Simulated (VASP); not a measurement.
Here is a VASP 6.6.1 calculation.

File INCAR:

```
  PREC = Accurate
  ENCUT = 520
  EDIFF = 1E-6
  ISMEAR = -1
  SIGMA = 0.1
  LREAL = False
  LASPH = True
  NELM = 100
  ALGO = Normal
  ISIF = 2
  LWAVE = False
  LCHARG = True
  GGA = CA
  LELF = True
  LVHAR = True
  NBANDS = 8
```

The input KPOINTS:

```
regular mesh
0
Gamma
  20 20 20
```

Contents of POSCAR:

```
Sb
1.0
   -1.8547528527      1.8547528527      1.8547528527
    1.8547528527     -1.8547528527      1.8547528527
    1.8547528527      1.8547528527     -1.8547528527
Sb
1
Direct
    0.0000000000      0.0000000000      0.0000000000
```

Potentials or basis: VASP PAW LDA potentials, release 64 (Sb).

Launch:

```bash
$ cat potpaw_LDA.64/Sb/POTCAR > POTCAR
$ mpirun -np 1 vasp_std > vasp.out
```

Estimate the pressure.

0.1 GPa.
